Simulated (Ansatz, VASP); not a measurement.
# SiO2: VASP beside Ansatz

INCAR

```
SYSTEM = SiO2
  ALGO = Normal
  EDIFF = 1E-7
  ENCUT = 520
  GGA = PE
  ISIF = 2
  ISMEAR = -1
  LASPH = .TRUE.
  LCHARG = .FALSE.
  LREAL = .FALSE.
  LWAVE = .FALSE.
  NBANDS = 25
  NELM = 80
  PREC = Accurate
  SIGMA = 0.02
```

File KPOINTS:

```
k-points
0
G
  6 6 10
  0 0 0
```

Contents of POSCAR:

```
SiO2
1.0
    4.1433369106      0.0000000000      0.0000000000
    0.0000000000      4.1433369106      0.0000000000
    0.0000000000      0.0000000000      2.6421514920
Si O
2 4
Direct
    0.0000000000      0.0000000000      0.0000000000
    0.5000000000      0.5000000000      0.5000000000
    0.3050916275      0.3050916275      0.0000000000
    0.1949083725      0.8050916275      0.5000000000
    0.8050916275      0.1949083725      0.5000000000
    0.6949083725      0.6949083725      0.0000000000
```

Input for Ansatz:

```yaml
crystal:
  lattice:
    - [4.1433369106, 0.0, 0.0]
    - [0.0, 4.1433369106, 0.0]
    - [0.0, 0.0, 2.642151492]
  atoms:
    - { symbol: Si, position: [0.0, 0.0, 0.0] }
    - { symbol: Si, position: [0.5, 0.5, 0.5] }
    - { symbol: O, position: [0.3050916275, 0.3050916275, 0.0] }
    - { symbol: O, position: [0.1949083725, 0.8050916275, 0.5] }
    - { symbol: O, position: [0.8050916275, 0.1949083725, 0.5] }
    - { symbol: O, position: [0.6949083725, 0.6949083725, 0.0] }
kpoints:
  mp_grid: { grid: [6, 6, 10] }
  band_path:
    path:
      - [0.0, 0.0, 0.0]
      - [0.0, 0.5, 0.0]
      - [0.5, 0.5, 0.0]
      - [0.0, 0.0, 0.5]
      - [0.0, 0.5, 0.5]
      - [0.5, 0.5, 0.5]
    npoints: 1
hamiltonian:
  xc: pbe
scf:
  occupations: { method: fermi_dirac, width: 0.02 }
  n_extra_bands: 5
output:
  forces: true
  stress: true
  eigenvalues: true
```

Change from the starting cell: hydrostatic strain -1.0%.

Alike in both runs: task single point; functional PBE; k mesh 6 × 6 × 10; occupations fermi-dirac, width 0.02 eV; no spin polarisation.

|  | VASP | Ansatz |
| --- | --- | --- |
| version | VASP 6.6.1 | Ansatz 0.2.0 |
| potentials or method | VASP PAW PBE potentials, release 64 (Si, O) | plane waves, PAW |
| plane-wave cutoff (eV) | 520 | 420 |
| valence electrons in the cell | 32 | 32 |

Ansatz gave:

| Item | Value |
| --- | --- |
| gap on the k mesh at the Fermi level (eV) | 6.06 |
| pressure (GPa) | 19.9 |
| traceless stress, the component that is largest in VASP (GPa) | 2.72 |
| rms of the force components (eV/Å) | 0.040 |

Q: Which values does VASP return?

A: gap on the k mesh at the Fermi level (eV): 6.05; pressure (GPa): 20.1; traceless stress, the component that is largest in VASP (GPa): 3.18; rms of the force components (eV/Å): 0.048.

Atom by atom the forces differ by 0.009 eV/Å (rms over components). With one functional, cell and mesh, what is left measures potentials, basis and numerics.
